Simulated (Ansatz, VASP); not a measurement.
## PbI2: VASP beside Ansatz

File POSCAR:

```
PbI2
1.0
    4.5638667773      0.0000000000      0.0000000000
   -2.2819333886      3.9524245686      0.0000000000
    0.0000000000      0.0000000000      7.0467140841
Pb I
1 2
Direct
    0.0000000000      0.0000000000      0.0000000000
    0.6666666667      0.3333333333      0.7332470705
    0.3333333333      0.6666666667      0.2667529295
```

INCAR.step1

```
PREC     = Accurate       # precision mode
ENCUT    = 550            # plane-wave cutoff, eV
ISMEAR   = 0              # smearing method
SIGMA    = 0.01           # smearing width, eV
LREAL    = False          # projectors in reciprocal space
LASPH    = True           # aspherical terms in the spheres
NELM     = 120            # most SCF steps
NBANDS   = 21             # bands
GGA      = PE             # functional
ALGO     = Normal         # electronic algorithm
EDIFF    = 1E-5           # SCF threshold, eV
LWAVE    = True           # write WAVECAR
LCHARG   = False          # write CHGCAR
GGA_COMPAT= False
```

Contents of INCAR.step2:

```
PREC     = Accurate       # precision mode
ENCUT    = 550            # plane-wave cutoff, eV
EDIFF    = 1E-6           # SCF threshold, eV
ISMEAR   = 0              # smearing method
SIGMA    = 0.01           # smearing width, eV
LREAL    = False          # projectors in reciprocal space
LASPH    = True           # aspherical terms in the spheres
NELM     = 120            # most SCF steps
ALGO     = Normal         # electronic algorithm
ISIF     = 2              # what is computed and relaxed
LWAVE    = False          # write WAVECAR
LCHARG   = False          # write CHGCAR
METAGGA  = R2SCAN         # meta-GGA
LMIXTAU  = True         
NBANDS   = 21             # bands
ISTART   = 1            
GGA_COMPAT= False
```

The input KPOINTS:

```
Automatic mesh
0
Gamma
  6 6 4
```

Input for Ansatz:

```yaml
crystal:
  lattice:
    - [4.5638667773, 0.0, 0.0]
    - [-2.2819333886, 3.9524245686, 0.0]
    - [0.0, 0.0, 7.0467140841]
  atoms:
    - { symbol: Pb, position: [0.0, 0.0, 0.0] }
    - { symbol: I, position: [0.6666666667, 0.3333333333, 0.7332470705] }
    - { symbol: I, position: [0.3333333333, 0.6666666667, 0.2667529295] }
kpoints:
  mp_grid: { grid: [6, 6, 4] }
  band_path:
    path:
      - [0.0, 0.0, 0.0]
      - [0.5, 0.0, 0.0]
      - [0.3333333333, 0.3333333333, 0.0]
      - [0.0, 0.0, 0.5]
      - [0.5, 0.0, 0.5]
      - [0.3333333333, 0.3333333333, 0.5]
    npoints: 1
hamiltonian:
  xc: r2scan
scf:
  occupations: { method: fixed }
  n_extra_bands: 4
output:
  forces: true
  stress: true
  eigenvalues: true
```

Alike in both runs: task single point; functional r2SCAN; k mesh 6 × 6 × 4; no spin polarisation.

```csv
,VASP,Ansatz
version,VASP 6.6.1,Ansatz 0.2.0
potentials or method,"VASP PAW PBE potentials, release 64 (Pb_d, I)","plane waves, PAW"
plane-wave cutoff (eV),550,500
occupations,"gaussian, width 0.01 eV",fixed
valence electrons in the cell,28,48
```

Ansatz gave:

| Quantity | Value |
| --- | --- |
| gap on the k mesh at the Fermi level (eV) | 2.63 |
| pressure (GPa) | 0.7 |
| rms of the force components (eV/Å) | 0.004 |

Which values does VASP return?

gap on the k mesh at the Fermi level (eV): 2.62; pressure (GPa): 0.7; rms of the force components (eV/Å): 0.002.

VASP's potentials were made for PBE, not for r2SCAN. Atom by atom the forces differ by 0.002 eV/Å (rms over components). VASP's potentials hold 28 valence electrons a cell and Ansatz's 48, so a difference there can come from the potentials and not from the codes.

Neither program's run includes spin-orbit coupling.
